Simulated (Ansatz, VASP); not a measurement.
## Two plane-wave programs on SiNi3

Contents of INCAR:

```
SYSTEM = SiNi3
  PREC = Accurate
  ENCUT = 520
  EDIFF = 1E-6
  ISMEAR = -1
  SIGMA = 0.05
  LREAL = .False.
  LASPH = .True.
  NELM = 150
  ALGO = Normal
  ISIF = 2
  LWAVE = .False.
  LCHARG = .False.
  ISPIN = 2
  MAGMOM = 1 1 1 0
  LORBIT = 11
  LMAXMIX = 4
  GGA = CA
  NBANDS = 29
```

File KPOINTS:

```
regular mesh
0
Gamma
  8 8 8
  0 0 0
```

The input POSCAR:

```
SiNi3
1.0
    3.5182274716      0.0000000000      0.0000000000
    0.0000000000      3.5182274716      0.0000000000
    0.0000000000      0.0000000000      3.5182274716
Ni Si
3 1
Direct
    0.5000000000      0.5000000000      0.0000000000
    0.5000000000      0.0000000000      0.5000000000
    0.0000000000      0.5000000000      0.5000000000
    0.0000000000      0.0000000000      0.0000000000
```

File input.yaml:

```yaml
crystal:
  lattice:
    - [3.5182274716, 0.0, 0.0]
    - [0.0, 3.5182274716, 0.0]
    - [0.0, 0.0, 3.5182274716]
  atoms:
    - { symbol: Ni, position: [0.5, 0.5, 0.0], spin: 1.0 }
    - { symbol: Ni, position: [0.5, 0.0, 0.5], spin: 1.0 }
    - { symbol: Ni, position: [0.0, 0.5, 0.5], spin: 1.0 }
    - { symbol: Si, position: [0.0, 0.0, 0.0] }
hamiltonian:
  xc: lda
  pseudopotentials: { kind: paw }
magnetization:
  spin_polarized: true
kpoints:
  mp_grid: { grid: [8, 8, 8] }
scf:
  occupations: { method: fermi_dirac, width: 0.05 }
output:
  forces: true
  stress: true
  eigenvalues: true
```

Alike in both runs: task single point; functional LDA; k mesh 8 × 8 × 8; occupations fermi-dirac, width 0.05 eV; collinear spin.

```csv
,VASP,Ansatz
version,VASP 6.6.1,Ansatz 0.2.0
potentials or method,"VASP PAW LDA potentials, release 64 (Ni, Si)",Ansatz PAW
plane-wave cutoff (eV),520,420
valence electrons in the cell,34,58
```

Ansatz gave:

| Quantity | Value |
| --- | --- |
| gap on the k mesh at the Fermi level (eV) | none |
| pressure (GPa) | -16.8 |
| net moment per atom (μB) | 0.00 |

Problem. Estimate VASP's values.

Solution. gap on the k mesh at the Fermi level (eV): none; pressure (GPa): -16.5; net moment per atom (μB): 0.00.

LDA's correlation is that of Perdew and Zunger in VASP and of Perdew and Wang (1992) in Ansatz. A gap of «none» marks a metal or a gap that the smearing closes. VASP's potentials hold 34 valence electrons a cell and Ansatz's 58, so a difference there can come from the potentials and not from the codes.
